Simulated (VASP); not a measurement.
Wanted: the native input for a VASP 6.6.1 run.

* Task: single point
* Functional: PBE-based global hybrid
* Potentials or basis: VASP PAW PBE potentials, release 64 (K_sv, F)
* Cutoff: 520 eV
* k mesh: 4 × 4 × 4
* Occupations: gaussian, width 0.01 eV
* Spin: no spin polarisation
* Dipole correction: no
* Grid for exact exchange (PRECFOCK): Normal
* Share of exact exchange: 0.1
* Further INCAR settings: ALGO = Normal; EDIFF = 1e-06; NBANDS = 15

The system is KF.

```
CELL_PARAMETERS angstrom
0.00000 2.93540 2.93540
2.93540 0.00000 2.93540
2.93540 2.93540 0.00000
ATOMIC_POSITIONS crystal
K 0.00000 0.00000 0.00000
F 0.25000 0.25000 0.25000
```

These files were run (other wordings do the same):

POSCAR

```
KF
1.0
    0.0000000000      2.9354014290      2.9354014290
    2.9354014290      0.0000000000      2.9354014290
    2.9354014290      2.9354014290      0.0000000000
K F
1 1
Direct
    0.0000000000      0.0000000000      0.0000000000
    0.2500000000      0.2500000000      0.2500000000
```

INCAR.step1

```
SYSTEM = KF
ALGO     = Normal         ! electronic algorithm
EDIFF    = 1E-5           ! SCF threshold, eV
ENCUT    = 520            ! plane-wave cutoff, eV
GGA      = PE             ! functional
ISIF     = 2              ! what is computed and relaxed
ISMEAR   = 0              ! smearing method
LASPH    = .TRUE.         ! aspherical terms in the spheres
LREAL    = .FALSE.        ! projectors in reciprocal space
LWAVE    = .TRUE.         ! write WAVECAR
NBANDS   = 15             ! bands
NELM     = 100            ! most SCF steps
PREC     = Accurate       ! precision mode
SIGMA    = 0.01           ! smearing width, eV
```

INCAR.step2

```
SYSTEM = KF
AEXX     = 0.1            ! exact-exchange fraction
ALGO     = Normal         ! electronic algorithm
EDIFF    = 1E-6           ! SCF threshold, eV
ENCUT    = 520            ! plane-wave cutoff, eV
GGA      = PE             ! functional
ISIF     = 2              ! what is computed and relaxed
ISMEAR   = 0              ! smearing method
ISTART   = 1            
LASPH    = .TRUE.         ! aspherical terms in the spheres
LCHARG   = .TRUE.         ! write CHGCAR
LELF     = .TRUE.         ! ELF
LHFCALC  = .TRUE.         ! exact exchange
LREAL    = .FALSE.        ! projectors in reciprocal space
LVHAR    = .TRUE.       
LWAVE    = .FALSE.        ! write WAVECAR
NBANDS   = 15             ! bands
NELM     = 100            ! most SCF steps
PREC     = Accurate       ! precision mode
PRECFOCK = Normal       
SIGMA    = 0.01           ! smearing width, eV
```

KPOINTS

```
k-points
0
G
  4 4 4
  0 0 0
```

Potentials or basis: VASP PAW PBE potentials, release 64 (K_sv, F).

The run is started by

```sh
$ cat potpaw_PBE.64/K_sv/POTCAR potpaw_PBE.64/F/POTCAR > POTCAR
$ cp INCAR.step1 INCAR
$ mpirun -np 1 vasp_std > vasp.out
$ cp INCAR.step2 INCAR
$ mpirun -np 1 vasp_std > vasp.out
```

Results of the run:

```json
{
 "Pressure": "0.8 GPa",
 "Band gap on the k mesh": "6.21 eV, indirect (least direct gap 6.42 eV)"
}
```

Caveat: the k points lie up to 0.46 Å⁻¹ apart; the PAW data sets were made with another functional, which shifts forces and pressure a little.

Run time: 4.8 min on 1 thread of Oxide Virtual Turin-like Processor (shared host), peak memory 0.15 GiB.
